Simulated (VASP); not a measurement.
CaSe, 2 atoms in the cell. Symmetry: Fm-3m, No. 225, cubic system. Conventional cell: a = 5.912 Å, b = 5.912 Å, c = 5.912 Å, α = 90.00°, β = 90.00°, γ = 90.00°. Se (site symmetry m-3m) has 6 Ca at 2.96 Å within 3.9 Å. Within 3.9 Å of Ca (site symmetry m-3m) lie 6 Se at 2.96 Å. 

| Quantity | Value |
| --- | --- |
| Program | VASP 6.6.1 |
| Task | equation of state |
| Functional | PBE |
| Potentials or basis | VASP PAW PBE potentials, release 64 (Se, Ca_sv) |
| Cutoff | 700 eV |
| k mesh | 10 × 10 × 10 |
| Occupations | gaussian, width 0.03 eV |
| Spin | no spin polarisation |
| Tolerance level | screening |
| Purpose | equation of state |
| Eos scales | [0.91, 0.94, 0.97, 1.0, 1.03, 1.06, 1.09] |
| Further INCAR settings | ALGO = Normal; EDIFF = 1e-07; NSW = 0 |

Potentials or basis: VASP PAW PBE potentials, release 64 (Se, Ca_sv).

The run is started by

```console
$ cat potpaw_PBE.64/Se/POTCAR potpaw_PBE.64/Ca_sv/POTCAR > POTCAR
$ cp POSCAR.step1 POSCAR
$ mpirun -np 1 vasp_std > vasp.out
$ cp POSCAR.step2 POSCAR
$ mpirun -np 1 vasp_std > vasp.out
$ cp POSCAR.step3 POSCAR
$ mpirun -np 1 vasp_std > vasp.out
$ cp POSCAR.step4 POSCAR
$ mpirun -np 1 vasp_std > vasp.out
$ cp POSCAR.step5 POSCAR
$ mpirun -np 1 vasp_std > vasp.out
$ cp POSCAR.step6 POSCAR
$ mpirun -np 1 vasp_std > vasp.out
$ cp POSCAR.step7 POSCAR
$ mpirun -np 1 vasp_std > vasp.out
```

Hardware: 1 thread of Intel(R) Xeon(R) Platinum 8259CL CPU @ 2.50GHz (Skylake/Cascade Lake), with other jobs on the host.

Problem. Estimate the wall time of this run.

Solution. Wall time 3.9 min on 1 thread of Intel(R) Xeon(R) Platinum 8259CL CPU @ 2.50GHz (Skylake/Cascade Lake) (shared host), peak memory 0.27 GiB. Counts: k points 47.
